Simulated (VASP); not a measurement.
Wanted: the native input for a VASP 6.6.1 run.

```
Task                   : single point
Functional             : PBE
Potentials or basis    : VASP PAW PBE potentials, release 64 (Cl)
Cutoff                 : 520 eV
k mesh                 : 6 × 6 × 2
Occupations            : gaussian, width 0.01 eV
Spin                   : no spin polarisation
Dipole correction      : no
Further INCAR settings : ALGO = Normal; EDIFF = 1e-06; NBANDS = 22
```

The structure of Cl lies in POSCAR:

```
Cl
1.0
    3.9506155773     -2.1517778073      0.0000000000
    3.9506155773      2.1517778073      0.0000000000
    0.0000000000      0.0000000000      8.3338401462
Cl
4
Direct
    0.8863363061      0.1136636939      0.1064164270
    0.6136636939      0.3863363061      0.6064164270
    0.1136636939      0.8863363061      0.8935835730
    0.3863363061      0.6136636939      0.3935835730
```

These files were run (other wordings do the same):

INCAR

```
SYSTEM = Cl
  PREC = Accurate
  ENCUT = 520
  EDIFF = 1E-6
  ISMEAR = 0
  SIGMA = 0.01
  LREAL = .False.
  LASPH = .True.
  NELM = 80
  ALGO = Normal
  ISIF = 2
  LWAVE = .False.
  LCHARG = .True.
  GGA = PE
  LELF = .True.
  LVHAR = .True.
  NBANDS = 22
```

KPOINTS

```
Automatic mesh
0
Gamma
  6 6 2
  0 0 0
```

Potentials or basis: VASP PAW PBE potentials, release 64 (Cl).

Command:

```bash
$ cat potpaw_PBE.64/Cl/POTCAR > POTCAR
$ mpirun -np 1 vasp_std > vasp.out
```

Results of the run:

| Quantity | Value |
| --- | --- |
| Pressure | -0.3 GPa |
| Largest force | 0.177 eV/Å |
| Band gap on the k mesh | 2.35 eV, direct |

Run time: 56 s on 1 thread of Intel(R) Xeon(R) Platinum 8488C (Sapphire Rapids), on a shared host, peak memory 0.28 GiB.
